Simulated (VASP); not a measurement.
# C (P6_3/mmc) in VASP: further runs, part 2 of 3

VASP 6.6.1. Earlier steps stand in the parts before.

## (5) Single point, r2SCAN (strain +0.000 along x and y, -0.050 along z)

File POSCAR:

```
C
1.0
    2.5098396852      0.0000000000      0.0000000000
   -1.2549198426      2.1735849268      0.0000000000
    0.0000000000      0.0000000000      7.8663083936
C
8
Direct
    0.0000000000      0.0000000000      0.0929334757
    0.0000000000      0.0000000000      0.5929334757
    0.0000000000      0.0000000000      0.4070665243
    0.0000000000      0.0000000000      0.9070665243
    0.3333333333      0.6666666667      0.1554962089
    0.6666666667      0.3333333333      0.6554962089
    0.3333333333      0.6666666667      0.3445037911
    0.6666666667      0.3333333333      0.8445037911
```

File INCAR.step1:

```
SYSTEM = C
PREC = Accurate ; ENCUT = 520
ISMEAR = 0 ; SIGMA = 0.05
LREAL = .False. ; LASPH = .True.
NELM = 60 ; NBANDS = 26
GGA = PE ; ALGO = Normal
EDIFF = 1E-4 ; LWAVE = .True.
LCHARG = .False.
```

File INCAR.step2:

```
SYSTEM = C
PREC = Accurate ; ENCUT = 520
EDIFF = 1E-6 ; ISMEAR = 0
SIGMA = 0.05 ; LREAL = .False.
LASPH = .True. ; NELM = 60
ALGO = Normal ; ISIF = 2
LWAVE = .False. ; LCHARG = .True.
METAGGA = R2SCAN ; LMIXTAU = .True.
LELF = .True. ; LVHAR = .True.
NBANDS = 26 ; ISTART = 1
```

File KPOINTS:

```
regular mesh
0
Gamma
  12 12 4
  0 0 0
```

Potentials or basis: VASP PAW PBE potentials, release 64 (C).

Started as:

```sh
> cat potpaw_PBE.64/C/POTCAR > POTCAR
> cp INCAR.step1 INCAR
> mpirun -np 1 vasp_std > vasp.out
> cp INCAR.step2 INCAR
> mpirun -np 1 vasp_std > vasp.out
```

OUTCAR:

```text
SYSTEM = C
   PREC = Accurate
   ENCUT = 520
   EDIFF = 1E-6
   ISMEAR = 0
   LREAL = .False.
   LASPH = .True.
   NELM = 60
   ISIF = 2
   METAGGA = R2SCAN
   ISTART = 1

 ion  position               nearest neighbor table
   1  0.000  0.000  0.093-   4 1.46   5 1.53   5 1.53   5 1.53
   2  0.000  0.000  0.593-   3 1.46   6 1.53   6 1.53   6 1.53
   3  0.000  0.000  0.407-   2 1.46   7 1.53   7 1.53   7 1.53
   4  0.000  0.000  0.907-   1 1.46   8 1.53   8 1.53   8 1.53
   5  0.333  0.667  0.155-   7 1.49   1 1.53   1 1.53   1 1.53
   6  0.667  0.333  0.655-   8 1.49   2 1.53   2 1.53   2 1.53
   7  0.333  0.667  0.345-   5 1.49   3 1.53   3 1.53   3 1.53
   8  0.667  0.333  0.845-   6 1.49   4 1.53   4 1.53   4 1.53

  LATTYP: Found a hexagonal cell.
 ALAT       =     2.5098396852
 C/A-ratio  =     3.1341875897

  Lattice vectors:

 A1 = (   2.5098396852,   0.0000000000,   0.0000000000)
 A2 = (  -1.2549198426,   2.1735849268,   0.0000000000)
 A3 = (   0.0000000000,   0.0000000000,   7.8663083936)

Analysis of symmetry for initial positions (statically):
=====================================================================
 Subroutine PRICEL returns:
 Original cell was already a primitive cell.

 Routine SETGRP: Setting up the symmetry group for a
 hexagonal supercell.

 Subroutine GETGRP returns: Found 24 space group operations
 (whereof 12 operations were pure point group operations)
 out of a pool of 24 trial point group operations.

The static configuration has the point symmetry D_3d.
 The point group associated with its full space group is D_6h.

Analysis of symmetry for dynamics (positions and initial velocities):
=====================================================================
 Subroutine PRICEL returns:
 Original cell was already a primitive cell.

 Routine SETGRP: Setting up the symmetry group for a
 hexagonal supercell.

 Subroutine GETGRP returns: Found 24 space group operations
 (whereof 12 operations were pure point group operations)
 out of a pool of 24 trial point group operations.

The dynamic configuration has the point symmetry D_3d.
 The point group associated with its full space group is D_6h.

 Subroutine INISYM returns: Found 24 space group operations
 (whereof 12 operations are pure point group operations),
 and found     1 'primitive' translations

----------------------------------------------------------------------------------------

                                     Primitive cell

  volume of cell :      42.9135

  direct lattice vectors                    reciprocal lattice vectors
     2.509839685  0.000000000  0.000000000     0.398431823  0.230034720  0.000000000
    -1.254919843  2.173584927  0.000000000     0.000000000  0.460069440  0.000000000
     0.000000000  0.000000000  7.866308394     0.000000000  0.000000000  0.127124434

  length of vectors
     2.509839685  2.509839685  7.866308394     0.460069440  0.460069440  0.127124434

  position of ions in fractional coordinates (direct lattice)
     0.000000000  0.000000000  0.092933476
     0.000000000  0.000000000  0.592933476
     0.000000000  0.000000000  0.407066524
     0.000000000  0.000000000  0.907066524
     0.333333333  0.666666667  0.155496209
     0.666666667  0.333333333  0.655496209
[... 46 lines left out ...]
  0.333333 -0.000000  0.000000      6.000000
  0.416667  0.000000  0.000000      6.000000
[... 16 lines left out ...]
  0.250000  0.000000  0.250000     12.000000
  0.333333 -0.000000  0.250000     12.000000
 [... further k-points ...]
   k-points           NKPTS =     57   k-points in BZ     NKDIM =     57   number of bands    NBANDS=     26
   number of dos      NEDOS =    301   number of ions     NIONS =      8
   total plane-waves  NPLWV =  24000
   dimension x,y,z NGX =    20 NGY =   20 NGZ =   60
   dimension x,y,z NGXF=    40 NGYF=   40 NGZF=  120
   ions per type =               8
   NGX,Y,Z   is equivalent  to a cutoff of  13.25, 13.25, 12.68 a.u.
   NGXF,Y,Z  is equivalent  to a cutoff of  26.50, 26.50, 25.36 a.u.
 SYSTEM =  C
   PREC   = accura    normal or accurate (medium, high low for compatibility)
   ISTART =      1    job   : 0-new  1-cont  2-samecut
   ICHARG =      0    charge: 1-file 2-atom 10-const
   ISPIN  =      1    spin polarized calculation?
   LNONCOLLINEAR =      F non collinear calculations
   LSORBIT =      F    spin-orbit coupling
   LASPH  =      T    aspherical Exc in radial PAW
   ENCUT  =  520.0 eV  38.22 Ry    6.18 a.u.   4.67  4.67 14.63*2*pi/ulx,y,z
   NELM   =     60;   NELMIN=  2; NELMDL=  0     # of ELM steps
   EDIFF  = 0.1E-05   stopping-criterion for ELM
   LREAL  =      F    real-space projection
   EDIFFG = 0.1E-04   stopping-criterion for IOM
   NSW    =      0    number of steps for IOM
   IBRION =     -1    ionic relax: 0-MD 1-quasi-New 2-CG
   NFREE  =      0    steps in history (QN), initial steepest desc. (CG)
   ISIF   =      2    stress and relaxation
   ISYM   =      2    0-nonsym 1-usesym 2-fastsym
   POTIM  = 0.5000    time-step for ionic-motion
   TEBEG  =    0.0;   TEEND  =   0.0 temperature during run
   PSTRESS=    0.0 pullay stress
   NELECT =      32.0000    total number of electrons
   NUPDOWN=      -1.0000    fix difference up-down
   EMIN   =  10.00;   EMAX   =-10.00  energy-range for DOS
   EFERMI =   0.00;   METHOD = LEGACY
   ISMEAR =     0;   SIGMA  =   0.05  broadening in eV -4-tet -1-fermi 0-gaus
   EFERMI_NEDOS =   21; number of points for ismear=-14 and -15
   IALGO  =     38    algorithm
   IMIX   =      4    mixing-type and parameters
     AMIX     =   0.40;   BMIX     =  1.00
     AMIX_MAG =   1.60;   BMIX_MAG =  1.00
  volume/ion in A,a.u.               =       5.36        36.20
  Fermi-wavevector in a.u.,A,eV,Ry     =   1.484546  2.805385 29.985561  2.203877
  Thomas-Fermi vector in A             =   2.598069
   LORBIT       =      0    0 simple, 1 ext, 2 COOP (PROOUT), +10 PAW based schemes
   METAGGA = R2SCAN    functional components
   LHFCALC =     F    Hartree Fock is set to
   AEXX    =    0.0000 exact exchange contribution
   IVDW    =     0    specifies the selected vdW correction
   LEPSILON=     F    determine dielectric tensor
   LRPA    =     F    only Hartree local field effects (RPA)
 non-spin polarized calculation
 Gauss-broadening in eV      SIGMA  =   0.05
  energy-cutoff  :      520.00
  volume of cell :       42.91
 maximum number of plane-waves:      1182
 NGX is ok and might be reduce to    20
   NGX =  9   NGY =  9   NGZ = 29

 number of electron      31.9999998 magnetization

 Free energy of the ion-electron system (eV)
  ---------------------------------------------------
  ext. energy  EPLUGINS =         0.00000000
  ---------------------------------------------------
  free energy    TOTEN  =       -78.00398104 eV

  energy without entropy =      -78.00398104  energy(sigma->0) =      -78.00398104

 E-fermi :  10.9635     XC(G=0): -14.5598

 val. band max:       10.7409217069   @ k =   0.0000   0.0000   0.0000
 cond. band min:      14.9149853365   @ k =   0.5000   0.0000   0.0000
 fundamental gap:      4.1740636296
 Fermi energy:        10.9634988275

 k-point     1 :       0.0000    0.0000    0.0000
  band No.  band energies     occupation
      1     -12.9663      2.00000
      2     -11.0390      2.00000
      3     -10.9357      2.00000
      4      -5.9821      2.00000
      5      -4.2268      2.00000
      6       3.7100      2.00000
[... 685 lines left out ...]
     25      22.2817      0.00000
     26      24.7817      0.00000

 [... further k-points ...]

------------------------ aborting loop because EDIFF is reached ----------------------------------------

  FORCE on cell =-STRESS in cart. coord.  units (eV):
  Direction    XX          YY          ZZ          XY          YZ          ZX
  --------------------------------------------------------------------------------------
  -------------------------------------------------------------------------------------
  Total        0.8306347      0.8306347     21.3972022      0.0000000     -0.0000000      0.0000000
  in kB       31.0118085     31.0118085    798.8661307      0.0000000     -0.0000000      0.0000000
  external PRESSURE =     286.9632492 kB  Pullay stress =       0.0000000 kB

 VOLUME and BASIS-vectors are now :
 -----------------------------------------------------------------------------
  energy-cutoff  :      520.00
  volume of cell :       42.91
      direct lattice vectors                 reciprocal lattice vectors
     2.509839685  0.000000000  0.000000000     0.398431823  0.230034720  0.000000000
    -1.254919843  2.173584927  0.000000000     0.000000000  0.460069440  0.000000000
     0.000000000  0.000000000  7.866308394     0.000000000  0.000000000  0.127124434

 POSITION                                       TOTAL-FORCE (eV/Angst)
 -----------------------------------------------------------------------------------
      0.00000      0.00000      0.73104        -0.000000      0.000000      0.330611
      0.00000      0.00000      4.66420        -0.000000     -0.000000      0.330611
      0.00000      0.00000      3.20211        -0.000000     -0.000000     -0.330611
      0.00000      0.00000      7.13527         0.000000     -0.000000     -0.330611
     -0.00000      1.44906      1.22318         0.000000     -0.000000     -0.411176
      1.25492      0.72453      5.15634         0.000000     -0.000000     -0.411176
     -0.00000      1.44906      2.70997         0.000000     -0.000000      0.411176
      1.25492      0.72453      6.64313        -0.000000      0.000000      0.411176
 -----------------------------------------------------------------------------------
    total drift:                               -0.000000      0.000000      0.000000

  FREE ENERGIE OF THE ION-ELECTRON SYSTEM (eV)
  ---------------------------------------------------
  free  energy   TOTEN  =       -78.0039810383 eV

  energy  without entropy=      -78.0039810383  energy(sigma->0) =      -78.00398104
```

Run time: 2.3 min. Hardware: 1 thread of Intel Xeon Platinum 8375C at 2.90GHz (Ice Lake), shared host; peak memory 0.18 GiB.

What came out:

* Free energy: -78.0040 eV
* Pressure: 28.7 GPa
* Largest force: 0.411 eV/Å
* Band gap on the k mesh: 4.17 eV (least direct gap 5.01 eV)

Forces on the atoms (eV/Å):
```
C    0.000  0.000  0.331
C    0.000  0.000  0.331
C    0.000  0.000 -0.331
C    0.000  0.000 -0.331
C    0.000  0.000 -0.411
C    0.000  0.000 -0.411
C    0.000  0.000  0.411
C    0.000  0.000  0.411
```

Caveat: the cell differs from its parent crystal (strain +0.000 along x and y, -0.050 along z); the cell stands under pressure; the PAW data sets were made with another functional, which shifts forces and pressure a little.

(Part 2 of 3 ends here.)
